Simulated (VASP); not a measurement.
# Au (P6_3/mmc) in VASP: notebook

Runs on Au. Level: PBE. Tasks: single point.

Program: VASP 6.6.1. These are calculated values, not measurements. Logs are shortened: lines on timing, memory, paths and dates and some standing lists are left out, and cuts for length are marked.

### 1 The cell of the first run

Symmetry: P6_3/mmc, No. 194, hexagonal system. The conventional cell has a = 2.864 Å, b = 2.864 Å, c = 4.769 Å, α = 90.00°, β = 90.00°, γ = 120.00°. Within 3.8 Å of Au (site symmetry -6m2) lie 12 Au at 2.86 to 2.90 Å.

This isn't the form of Au at room conditions, which is fcc.

### 2 Single point, PBE (16.94 Å³/atom)

Input file INCAR:

```
SYSTEM = Au
PREC = Accurate
ENCUT = 520
EDIFF = 1E-7
ISMEAR = 0
SIGMA = 0.1
LREAL = .False.
LASPH = .True.
NELM = 100
ALGO = Fast
ISIF = 2
LWAVE = .False.
LCHARG = .True.
GGA = PE
LELF = .True.
LVHAR = .True.
NBANDS = 18
```

Input file KPOINTS:

```
regular mesh
0
Gamma
  18 18 10
  0 0 0
```

Input file POSCAR:

```
Au
1.0
    2.8637325910      0.0000000000      0.0000000000
   -1.4318662955      2.4800651735      0.0000000000
    0.0000000000      0.0000000000      4.7690958532
Au
2
Direct
    0.3333333333      0.6666666667      0.7500000000
    0.6666666667      0.3333333333      0.2500000000
```

Potentials or basis: VASP PAW PBE potentials, release 64 (Au).

The run is started by

```
cat potpaw_PBE.64/Au/POTCAR > POTCAR
mpirun -np 1 vasp_std > vasp.out
```

OUTCAR:

```text
SYSTEM = Au
   PREC = Accurate
   ENCUT = 520
   EDIFF = 1E-7
   ISMEAR = 0
   LREAL = .False.
   LASPH = .True.
   NELM = 100
   ISIF = 2
   GGA = PE

 ion  position               nearest neighbor table
   1  0.333  0.667  0.750-   2 2.90   2 2.90   2 2.90   2 2.90   2 2.90   2 2.90
   2  0.667  0.333  0.250-   1 2.90   1 2.90   1 2.90   1 2.90   1 2.90   1 2.90

  LATTYP: Found a hexagonal cell.
 ALAT       =     2.8637325910
 C/A-ratio  =     1.6653425911

  Lattice vectors:

 A1 = (   2.8637325910,   0.0000000000,   0.0000000000)
 A2 = (  -1.4318662955,   2.4800651735,   0.0000000000)
 A3 = (   0.0000000000,   0.0000000000,   4.7690958532)

Analysis of symmetry for initial positions (statically):
=====================================================================
 Subroutine PRICEL returns:
 Original cell was already a primitive cell.

 Routine SETGRP: Setting up the symmetry group for a
 hexagonal supercell.

 Subroutine GETGRP returns: Found 24 space group operations
 (whereof 12 operations were pure point group operations)
 out of a pool of 24 trial point group operations.

The static configuration has the point symmetry D_3d.
 The point group associated with its full space group is D_6h.

Analysis of symmetry for dynamics (positions and initial velocities):
=====================================================================
 Subroutine PRICEL returns:
 Original cell was already a primitive cell.

 Routine SETGRP: Setting up the symmetry group for a
 hexagonal supercell.

 Subroutine GETGRP returns: Found 24 space group operations
 (whereof 12 operations were pure point group operations)
 out of a pool of 24 trial point group operations.

The dynamic configuration has the point symmetry D_3d.
 The point group associated with its full space group is D_6h.

 Subroutine INISYM returns: Found 24 space group operations
 (whereof 12 operations are pure point group operations),
 and found     1 'primitive' translations

----------------------------------------------------------------------------------------

                                     Primitive cell

  volume of cell :      33.8713

  direct lattice vectors                    reciprocal lattice vectors
     2.863732591  0.000000000  0.000000000     0.349194615  0.201607605  0.000000000
    -1.431866296  2.480065173  0.000000000     0.000000000  0.403215210  0.000000000
     0.000000000  0.000000000  4.769095853     0.000000000  0.000000000  0.209683351

  length of vectors
     2.863732591  2.863732591  4.769095853     0.403215210  0.403215210  0.209683351

  position of ions in fractional coordinates (direct lattice)
     0.333333333  0.666666667  0.750000000
     0.666666667  0.333333333  0.250000000

  ion indices of the primitive-cell ions
   primitive index   ion index
                 1           1
                 2           2

----------------------------------------------------------------------------------------

 KPOINTS: regular mesh

Automatic generation of k-mesh.
 Grid dimensions read from file:
 generate k-points for:   18   18   10

 Generating k-lattice:

  Cartesian coordinates                     Fractional coordinates (reciprocal lattice)
     0.019399701  0.011200423  0.000000000     0.055555556 -0.000000000  0.000000000
     0.000000000  0.022400845  0.000000000     0.000000000  0.055555556  0.000000000
     0.000000000  0.000000000  0.020968335     0.000000000  0.000000000  0.100000000

  Length of vectors
     0.022400845  0.022400845  0.020968335

  Shift w.r.t. Gamma in fractional coordinates (k-lattice)
     0.000000000  0.000000000  0.000000000

 Subroutine IBZKPT returns following result:
 ===========================================

 Found    222 irreducible k-points:

 Following reciprocal coordinates:
            Coordinates               Weight
  0.000000  0.000000  0.000000      1.000000
  0.055556  0.000000  0.000000      6.000000
  0.111111  0.000000  0.000000      6.000000
  0.166667  0.000000  0.000000      6.000000
  0.222222  0.000000  0.000000      6.000000
  0.277778  0.000000  0.000000      6.000000
[... 16 lines left out ...]
  0.333333  0.111111  0.000000     12.000000
  0.388889  0.111111  0.000000     12.000000
 [... further k-points ...]
   k-points           NKPTS =    222   k-points in BZ     NKDIM =    222   number of bands    NBANDS=     18
   number of dos      NEDOS =    301   number of ions     NIONS =      2
   total plane-waves  NPLWV =  20736
   dimension x,y,z NGX =    24 NGY =   24 NGZ =   36
   dimension x,y,z NGXF=    48 NGYF=   48 NGZF=   72
   ions per type =               2
   NGX,Y,Z   is equivalent  to a cutoff of  13.93, 13.93, 12.55 a.u.
   NGXF,Y,Z  is equivalent  to a cutoff of  27.87, 27.87, 25.10 a.u.
 SYSTEM =  Au
   PREC   = accura    normal or accurate (medium, high low for compatibility)
   ISTART =      0    job   : 0-new  1-cont  2-samecut
   ICHARG =      2    charge: 1-file 2-atom 10-const
   ISPIN  =      1    spin polarized calculation?
   LNONCOLLINEAR =      F non collinear calculations
   LSORBIT =      F    spin-orbit coupling
   LASPH  =      T    aspherical Exc in radial PAW
   ENCUT  =  520.0 eV  38.22 Ry    6.18 a.u.   5.32  5.32  8.87*2*pi/ulx,y,z
   NELM   =    100;   NELMIN=  2; NELMDL= -5     # of ELM steps
   EDIFF  = 0.1E-06   stopping-criterion for ELM
   LREAL  =      F    real-space projection
   EDIFFG = 0.1E-05   stopping-criterion for IOM
   NSW    =      0    number of steps for IOM
   IBRION =     -1    ionic relax: 0-MD 1-quasi-New 2-CG
   NFREE  =      0    steps in history (QN), initial steepest desc. (CG)
   ISIF   =      2    stress and relaxation
   ISYM   =      2    0-nonsym 1-usesym 2-fastsym
   POTIM  = 0.5000    time-step for ionic-motion
   TEBEG  =    0.0;   TEEND  =   0.0 temperature during run
   PSTRESS=    0.0 pullay stress
   NELECT =      22.0000    total number of electrons
   NUPDOWN=      -1.0000    fix difference up-down
   EMIN   =  10.00;   EMAX   =-10.00  energy-range for DOS
   EFERMI =   0.00;   METHOD = LEGACY
   ISMEAR =     0;   SIGMA  =   0.10  broadening in eV -4-tet -1-fermi 0-gaus
   EFERMI_NEDOS =   21; number of points for ismear=-14 and -15
   IALGO  =     68    algorithm
   IMIX   =      4    mixing-type and parameters
     AMIX     =   0.40;   BMIX     =  1.00
     AMIX_MAG =   1.60;   BMIX_MAG =  1.00
  volume/ion in A,a.u.               =      16.94       114.29
  Fermi-wavevector in a.u.,A,eV,Ry     =   1.417768  2.679193 27.348612  2.010066
  Thomas-Fermi vector in A             =   2.538964
   LORBIT       =      0    0 simple, 1 ext, 2 COOP (PROOUT), +10 PAW based schemes
   GGA     = PE    functional components
   LHFCALC =     F    Hartree Fock is set to
   AEXX    =    0.0000 exact exchange contribution
   IVDW    =     0    specifies the selected vdW correction
   LEPSILON=     F    determine dielectric tensor
   LRPA    =     F    only Hartree local field effects (RPA)
 non-spin polarized calculation
 RMM-DIIS sequential band-by-band and
 Gauss-broadening in eV      SIGMA  =   0.10
  energy-cutoff  :      520.00
  volume of cell :       33.87
 maximum number of plane-waves:       930
 NGX is ok and might be reduce to    24
   NGX = 11   NGY = 11   NGZ = 17

 number of electron      22.0000003 magnetization

 Free energy of the ion-electron system (eV)
  ---------------------------------------------------
  ext. energy  EPLUGINS =         0.00000000
  ---------------------------------------------------
  free energy    TOTEN  =        -6.36475180 eV

  energy without entropy =       -6.36020042  energy(sigma->0) =       -6.36247611

 E-fermi :   9.5345     XC(G=0): -12.7544

 val. band max:        9.5337914522   @ k =   0.4444   0.0556   0.2000
 cond. band min:       9.5651303162   @ k =   0.3889   0.1111   0.3000
 fundamental gap:      0.0313388640
 Fermi energy:         9.5344677150

 k-point     1 :       0.0000    0.0000    0.0000
  band No.  band energies     occupation
      1      -0.3444      2.00000
      2       2.1439      2.00000
      3       4.7175      2.00000
      4       4.9580      2.00000
      5       4.9580      2.00000
      6       5.2848      2.00000
[... 10 lines left out ...]
     17      28.0365      0.00000
     18      28.0365      0.00000

 k-point     2 :       0.0556    0.0000    0.0000
  band No.  band energies     occupation
      1      -0.2461      2.00000
      2       2.2250      2.00000
      3       4.6687      2.00000
      4       4.9990      2.00000
      5       5.0238      2.00000
      6       5.2490      2.00000
[... 10 lines left out ...]
     17      27.4785      0.00000
     18      27.5437      0.00000

 k-point     3 :       0.1111    0.0000    0.0000
  band No.  band energies     occupation
      1       0.0424      2.00000
      2       2.4530      2.00000
      3       4.5417      2.00000
      4       5.0725      2.00000
      5       5.2042      2.00000
      6       5.2178      2.00000
[... 10 lines left out ...]
     17      26.3341      0.00000
     18      27.5485      0.00000

 k-point     4 :       0.1667    0.0000    0.0000
  band No.  band energies     occupation
      1       0.4997      2.00000
      2       2.7687      2.00000
      3       4.4005      2.00000
      4       4.9648      2.00000
      5       5.1110      2.00000
      6       5.4033      2.00000
[... 375 lines left out ...]
      4       4.5088      2.00000
      5       4.9095      2.00000
      6       5.0674      2.00000
[... 10 lines left out ...]
     17      23.5406      0.00000
     18      25.2903      0.00000

 k-point    23 :       0.3333    0.1111    0.0000
  band No.  band energies     occupation
      1       2.7918      2.00000
      2       3.0538      2.00000
      3       3.4280      2.00000
      4       4.8563      2.00000
      5       4.8948      2.00000
      6       5.3078      2.00000
[... 10 lines left out ...]
     17      22.6344      0.00000
     18      24.6362      0.00000

 k-point    24 :       0.3889    0.1111    0.0000
  band No.  band energies     occupation
      1       2.9021      2.00000
      2       2.9562      2.00000
      3       3.2715      2.00000
      4       4.8462      2.00000
      5       5.1790      2.00000
      6       5.2675      2.00000
[... 10 lines left out ...]
     17      21.8341      0.00000
     18      24.2444      0.00000

 [... further k-points ...]

------------------------ aborting loop because EDIFF is reached ----------------------------------------

  FORCE on cell =-STRESS in cart. coord.  units (eV):
  Direction    XX          YY          ZZ          XY          YZ          ZX
  --------------------------------------------------------------------------------------
  -------------------------------------------------------------------------------------
  Total        2.0773583      2.0773583      2.0523114      0.0000000     -0.0000000      0.0000000
  in kB       98.2630833     98.2630833     97.0783147      0.0000000     -0.0000000      0.0000000
  external PRESSURE =      97.8681604 kB  Pullay stress =       0.0000000 kB

 VOLUME and BASIS-vectors are now :
 -----------------------------------------------------------------------------
  energy-cutoff  :      520.00
  volume of cell :       33.87
      direct lattice vectors                 reciprocal lattice vectors
     2.863732591  0.000000000  0.000000000     0.349194615  0.201607605  0.000000000
    -1.431866296  2.480065173  0.000000000     0.000000000  0.403215210  0.000000000
     0.000000000  0.000000000  4.769095853     0.000000000  0.000000000  0.209683351

 POSITION                                       TOTAL-FORCE (eV/Angst)
 -----------------------------------------------------------------------------------
     -0.00000      1.65338      3.57682         0.000000      0.000000      0.000000
      1.43187      0.82669      1.19227        -0.000000      0.000000      0.000000
 -----------------------------------------------------------------------------------
    total drift:                               -0.000000      0.000000     -0.000000

  FREE ENERGIE OF THE ION-ELECTRON SYSTEM (eV)
  ---------------------------------------------------
  free  energy   TOTEN  =        -6.3647517993 eV

  energy  without entropy=       -6.3602004161  energy(sigma->0) =       -6.36247611
```

It took 44 s on 1 thread of Intel Xeon 6975P-C (Granite Rapids), shared host; peak memory 0.24 GiB.

Results:

- Free energy: -6.3648 eV
- Pressure: 9.8 GPa
- Band gap on the k mesh: zero (bands 11 and 12 overlap by 7.02 eV)

Stress tensor (GPa, compression positive):
```
9.83 0.00 0.00
0.00 9.83 0.00
0.00 0.00 9.71
```

Levels at points of the mesh, in eV from the Fermi level:
| k point | band 8 | band 9 | band 10 | band 11 | band 12 | band 13 | band 14 | band 15 |
| --- | --- | --- | --- | --- | --- | --- | --- | --- |
| (0.00, 0.00, 0.00) | -3.60 | -3.60 | -2.18 | -2.18 | -1.08 | 2.86 | 14.57 | 15.90 |
| (0.50, 0.00, 0.00) | -1.91 | -1.88 | -1.68 | 0.38 | 1.60 | 5.88 | 7.40 | 7.51 |
| (0.00, 0.00, 0.50) | -4.63 | -2.64 | -2.64 | -2.64 | -2.64 | 10.90 | 10.90 | 14.88 |
| (0.50, 0.00, 0.50) | -2.41 | -1.76 | -1.76 | 0.47 | 0.47 | 4.04 | 4.04 | 13.42 |

Caveat: the cell stands under pressure; spin-orbit coupling is left out, which moves the levels of the heavy elements.

(Continued in part 2 of 2.)

The gap in the log of VASP goes by the Fermi energy; the results here count the filled bands.